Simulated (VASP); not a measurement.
Write the native input for VASP 6.6.1 that does the following.

| Quantity | Value |
| --- | --- |
| Task | single point |
| Functional | r2SCAN |
| Potentials or basis | VASP PAW PBE potentials, release 64 (Cd, Te) |
| Cutoff | 520 eV |
| k mesh | 6 × 6 × 6 |
| Occupations | gaussian, width 0.01 eV |
| Spin | no spin polarisation |
| Dipole correction | no |
| Further INCAR settings | ALGO = Normal; EDIFF = 1e-06; NBANDS = 16 |

CdTe:

```xyz
2
Lattice="0.0000 3.2129 3.2129 3.2129 0.0000 3.2129 3.2129 3.2129 0.0000" Properties=species:S:1:pos:R:3 pbc="T T T"
Cd    0.0000    0.0000    0.0000
Te    1.6065    1.6065    1.6065
```

This cell differs from its parent crystal: volume changed by -6%.

One way to write it, as run:

POSCAR

```
CdTe
1.0
    0.0000000000      3.2129457015      3.2129457015
    3.2129457015      0.0000000000      3.2129457015
    3.2129457015      3.2129457015      0.0000000000
Cd Te
1 1
Direct
    0.0000000000      0.0000000000      0.0000000000
    0.2500000000      0.2500000000      0.2500000000
```

INCAR.step1

```
SYSTEM = CdTe
  PREC = Accurate
  ENCUT = 520
  ISMEAR = 0
  SIGMA = 0.01
  LREAL = .FALSE.
  LASPH = .TRUE.
  NELM = 80
  NBANDS = 16
  GGA = PE
  ALGO = Normal
  EDIFF = 1E-4
  LWAVE = .TRUE.
  LCHARG = .FALSE.
```

INCAR.step2

```
SYSTEM = CdTe
  PREC = Accurate
  ENCUT = 520
  EDIFF = 1E-6
  ISMEAR = 0
  SIGMA = 0.01
  LREAL = .FALSE.
  LASPH = .TRUE.
  NELM = 80
  ALGO = Normal
  ISIF = 2
  LWAVE = .FALSE.
  LCHARG = .TRUE.
  METAGGA = R2SCAN
  LMIXTAU = .TRUE.
  LELF = .TRUE.
  LVHAR = .TRUE.
  NBANDS = 16
  ISTART = 1
```

KPOINTS

```
Automatic mesh
0
G
  6 6 6
  0 0 0
```

Potentials or basis: VASP PAW PBE potentials, release 64 (Cd, Te).

The run is started by

```console
$ cat potpaw_PBE.64/Cd/POTCAR potpaw_PBE.64/Te/POTCAR > POTCAR
$ cp INCAR.step1 INCAR
$ mpirun -np 1 vasp_std > vasp.out
$ cp INCAR.step2 INCAR
$ mpirun -np 1 vasp_std > vasp.out
```

Results of the run:

```yaml
Pressure: 3.0 GPa
Band_gap_on_the_k_mesh: 1.36 eV, direct
```

Caveat: the PAW data sets were made with another functional, which shifts forces and pressure a little; spin-orbit coupling is left out, which moves the levels of the heavy elements.

It took 55 s on 1 thread of Intel(R) Xeon(R) Platinum 8488C (Sapphire Rapids) (shared host), peak memory 0.22 GiB.
